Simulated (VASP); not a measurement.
# F2 in VASP: a series of runs

Runs on F2. Level: LDA. Tasks: single point, relaxation of the atoms.

Everything below comes from runs of VASP 6.6.1. Logs are shortened: lines on timing, memory, paths and dates and some standing lists are left out, and cuts for length are marked.

**1. The cell of the first run**

The cell holds a molecule in a box, 2 atoms: a = 9.000 Å, b = 9.500 Å, c = 10.000 Å, α = 90.00°, β = 90.00°, γ = 90.00°.

**2. Single point, LDA**

File INCAR:

```
SYSTEM = F
ALGO = Normal
EDIFF = 1E-6
ENCUT = 520
GGA = CA
ISIF = 2
ISMEAR = -1
LASPH = .True.
LCHARG = .False.
LREAL = .False.
LWAVE = .False.
NBANDS = 14
NELM = 60
PREC = Accurate
SIGMA = 0.05
```

File KPOINTS:

```
k-points
0
Gamma
  1 1 1
  0 0 0
```

File POSCAR:

```
F
1.0
    9.0000000000      0.0000000000      0.0000000000
    0.0000000000      9.5000000000      0.0000000000
    0.0000000000      0.0000000000     10.0000000000
F
2
Direct
    0.5000000000      0.5000000000      0.4307667125
    0.5000000000      0.5000000000      0.5692332875
```

Potentials or basis: VASP PAW LDA potentials, release 64 (F).

The run is started by

```
$ cat potpaw_LDA.64/F/POTCAR > POTCAR
$ mpirun -np 1 vasp_gam > vasp.out
```

OUTCAR:

```text
SYSTEM = F
   EDIFF = 1E-6
   ENCUT = 520
   GGA = CA
   ISIF = 2
   ISMEAR = -1
   LASPH = .True.
   LREAL = .False.
   NELM = 60
   PREC = Accurate

 ion  position               nearest neighbor table
   1  0.500  0.500  0.431-   2 1.38
   2  0.500  0.500  0.569-   1 1.38

  LATTYP: Found a simple orthorhombic cell.
 ALAT       =     9.0000000000
 B/A-ratio  =     1.0555555556
 C/A-ratio  =     1.1111111111

  Lattice vectors:

 A1 = (   9.0000000000,   0.0000000000,   0.0000000000)
 A2 = (   0.0000000000,   9.5000000000,   0.0000000000)
 A3 = (   0.0000000000,   0.0000000000,  10.0000000000)

Analysis of symmetry for initial positions (statically):
=====================================================================
 Subroutine PRICEL returns:
 Original cell was already a primitive cell.

 Routine SETGRP: Setting up the symmetry group for a
 simple orthorhombic supercell.

 Subroutine GETGRP returns: Found  8 space group operations
 (whereof  8 operations were pure point group operations)
 out of a pool of  8 trial point group operations.

The static configuration has the point symmetry D_2h.

Analysis of symmetry for dynamics (positions and initial velocities):
=====================================================================
 Subroutine PRICEL returns:
 Original cell was already a primitive cell.

 Routine SETGRP: Setting up the symmetry group for a
 simple orthorhombic supercell.

 Subroutine GETGRP returns: Found  8 space group operations
 (whereof  8 operations were pure point group operations)
 out of a pool of  8 trial point group operations.

The dynamic configuration has the point symmetry D_2h.

 Subroutine INISYM returns: Found  8 space group operations
 (whereof  8 operations are pure point group operations),
 and found     1 'primitive' translations

----------------------------------------------------------------------------------------

                                     Primitive cell

  volume of cell :     855.0000

  direct lattice vectors                    reciprocal lattice vectors
     9.000000000  0.000000000  0.000000000     0.111111111  0.000000000  0.000000000
     0.000000000  9.500000000  0.000000000     0.000000000  0.105263158  0.000000000
     0.000000000  0.000000000 10.000000000     0.000000000  0.000000000  0.100000000

  length of vectors
     9.000000000  9.500000000 10.000000000     0.111111111  0.105263158  0.100000000

[... 48 lines left out ...]
   ISTART =      0    job   : 0-new  1-cont  2-samecut
   ICHARG =      2    charge: 1-file 2-atom 10-const
   ISPIN  =      1    spin polarized calculation?
   LNONCOLLINEAR =      F non collinear calculations
   LSORBIT =      F    spin-orbit coupling
   LASPH  =      T    aspherical Exc in radial PAW
   ENCUT  =  520.0 eV  38.22 Ry    6.18 a.u.  16.73 17.66 18.59*2*pi/ulx,y,z
   NELM   =     60;   NELMIN=  2; NELMDL= -5     # of ELM steps
   EDIFF  = 0.1E-05   stopping-criterion for ELM
   LREAL  =      F    real-space projection
[... 7 lines left out ...]
   TEBEG  =    0.0;   TEEND  =   0.0 temperature during run
   PSTRESS=    0.0 pullay stress
   NELECT =      14.0000    total number of electrons
   NUPDOWN=      -1.0000    fix difference up-down
   EMIN   =  10.00;   EMAX   =-10.00  energy-range for DOS
   EFERMI =   0.00;   METHOD = LEGACY
   ISMEAR =    -1;   SIGMA  =   0.05  broadening in eV -4-tet -1-fermi 0-gaus
   EFERMI_NEDOS =   21; number of points for ismear=-14 and -15
   IALGO  =     38    algorithm
   IMIX   =      4    mixing-type and parameters
     AMIX     =   0.40;   BMIX     =  1.00
     AMIX_MAG =   1.60;   BMIX_MAG =  1.00
  volume/ion in A,a.u.               =     427.50      2884.91
  Fermi-wavevector in a.u.,A,eV,Ry     =   0.415715  0.785587  2.351342  0.172819
  Thomas-Fermi vector in A             =   1.374838
   LORBIT       =      0    0 simple, 1 ext, 2 COOP (PROOUT), +10 PAW based schemes
   GGA     = CA    functional components
   LHFCALC =     F    Hartree Fock is set to
   AEXX    =    0.0000 exact exchange contribution
   IVDW    =     0    specifies the selected vdW correction
   LEPSILON=     F    determine dielectric tensor
   LRPA    =     F    only Hartree local field effects (RPA)
 non-spin polarized calculation
  energy-cutoff  :      520.00
  volume of cell :      855.00
 maximum number of plane-waves:     11510
 NGX is ok and might be reduce to    70
   NGX = 33   NGY = 35   NGZ = 37

 number of electron      13.9999997 magnetization

 Free energy of the ion-electron system (eV)
  ---------------------------------------------------
  ext. energy  EPLUGINS =         0.00000000
  ---------------------------------------------------
  free energy    TOTEN  =        -4.09970205 eV

  energy without entropy =       -4.09970205  energy(sigma->0) =       -4.09970205

 E-fermi :  -8.0496     XC(G=0):  -0.5903

 val. band max:       -9.3619368110   @ k =   0.0000   0.0000   0.0000
 cond. band min:      -5.6678576955   @ k =   0.0000   0.0000   0.0000
 fundamental gap:      3.6940791156
 Fermi energy:        -8.0496156295

 k-point     1 :       0.0000    0.0000    0.0000
  band No.  band energies     occupation
      1     -34.2291      2.00000
      2     -27.1302      2.00000
      3     -15.6924      2.00000
      4     -13.0728      2.00000
      5     -13.0728      2.00000
      6      -9.3619      2.00000
      7      -9.3619      2.00000
      8      -5.6679      0.00000
      9      -0.2497      0.00000
     10       1.2615      0.00000
     11       1.2679      0.00000
     12       1.4146      0.00000
     13       1.5563      0.00000
     14       1.5838      0.00000

------------------------ aborting loop because EDIFF is reached ----------------------------------------

  FORCE on cell =-STRESS in cart. coord.  units (eV):
  Direction    XX          YY          ZZ          XY          YZ          ZX
  --------------------------------------------------------------------------------------
  -------------------------------------------------------------------------------------
  Total       -0.1103031     -0.1085881      0.7039200      0.0000000      0.0000000      0.0000000
  in kB       -0.2066960     -0.2034824      1.3190698      0.0000000      0.0000000      0.0000000
  external PRESSURE =       0.3029638 kB  Pullay stress =       0.0000000 kB

 VOLUME and BASIS-vectors are now :
 -----------------------------------------------------------------------------
  energy-cutoff  :      520.00
  volume of cell :      855.00
      direct lattice vectors                 reciprocal lattice vectors
     9.000000000  0.000000000  0.000000000     0.111111111  0.000000000  0.000000000
     0.000000000  9.500000000  0.000000000     0.000000000  0.105263158  0.000000000
     0.000000000  0.000000000 10.000000000     0.000000000  0.000000000  0.100000000

 POSITION                                       TOTAL-FORCE (eV/Angst)
 -----------------------------------------------------------------------------------
      4.50000      4.75000      4.30767         0.000000      0.000000     -0.578044
      4.50000      4.75000      5.69233         0.000000      0.000000      0.578044
 -----------------------------------------------------------------------------------
    total drift:                                0.000000      0.000000      0.000000

  FREE ENERGIE OF THE ION-ELECTRON SYSTEM (eV)
  ---------------------------------------------------
  free  energy   TOTEN  =        -4.0997020475 eV

  energy  without entropy=       -4.0997020475  energy(sigma->0) =       -4.09970205
```

Run time: 31 s. Hardware: 1 thread of Intel Xeon Platinum 8488C (Sapphire Rapids), shared host; peak memory 0.49 GiB.

What came out:

| Item | Value |
| --- | --- |
| Free energy | -4.0997 eV |
| Largest force | 0.578 eV/Å |
| Gap between the frontier levels | 3.69 eV |

Forces in eV/Å, atoms in the order of the input:
```
F    0.000  0.000 -0.578
F    0.000  0.000  0.578
```

**3. Relaxation of the atoms, LDA**

File INCAR:

```
SYSTEM = F
  PREC = Accurate
  ENCUT = 520
  EDIFF = 1E-7
  ISMEAR = -1
  SIGMA = 0.05
  LREAL = .FALSE.
  LASPH = .TRUE.
  NELM = 80
  ALGO = Normal
  ISIF = 2
  LWAVE = .FALSE.
  LCHARG = .FALSE.
  IBRION = 2
  NSW = 60
  EDIFFG = -0.03
```

File KPOINTS:

```
Automatic mesh
0
G
  1 1 1
  0 0 0
```

File POSCAR:

```
F
1.0
    9.0000000000      0.0000000000      0.0000000000
    0.0000000000      9.5000000000      0.0000000000
    0.0000000000      0.0000000000     10.0000000000
F
2
Direct
    0.5000000000      0.5000000000      0.4290000000
    0.5000000000      0.5000000000      0.5710000000
```

Potentials or basis: VASP PAW LDA potentials, release 64 (F).

The run is started by

```
$ cat potpaw_LDA.64/F/POTCAR > POTCAR
$ mpirun -np 1 vasp_gam > vasp.out
```

Run time: 74 s. Hardware: 1 thread of Intel Xeon Platinum 8488C (Sapphire Rapids), shared host; peak memory 0.53 GiB.

Results (log left out):

* Free energy: -4.1037 eV
* Energy gained by relaxing: 4.3 meV/atom
* Ionic steps: 3
* Largest force after relaxing: 0.005 eV/Å
* Gap between the frontier levels: 3.51 eV

Forces on the atoms (eV/Å):
```
F    0.000  0.000 -0.005
F    0.000  0.000  0.005
```

Step by step:
```
step  energy change (eV)  largest force (eV/Å)  pressure (GPa)
   1              0.0000                0.7830           -0.09
   2              0.0564                2.5306            0.19
   3             -0.0085                0.0050           -0.02
```

Final structure:
```xyz
2
Lattice="9.0000 0.0000 0.0000 0.0000 9.5000 0.0000 0.0000 0.0000 10.0000" Properties=species:S:1:pos:R:3 pbc="T T T"
F     4.5000    4.7500    4.3007
F     4.5000    4.7500    5.6993
```

Levels at points of the mesh, in eV from the valence-band top:
```tsv
k point	band 5	band 6	band 7	band 8	band 9	band 10
(0.00, 0.00, 0.00)	-3.57	0.00	0.00	3.51	9.18	10.68
```
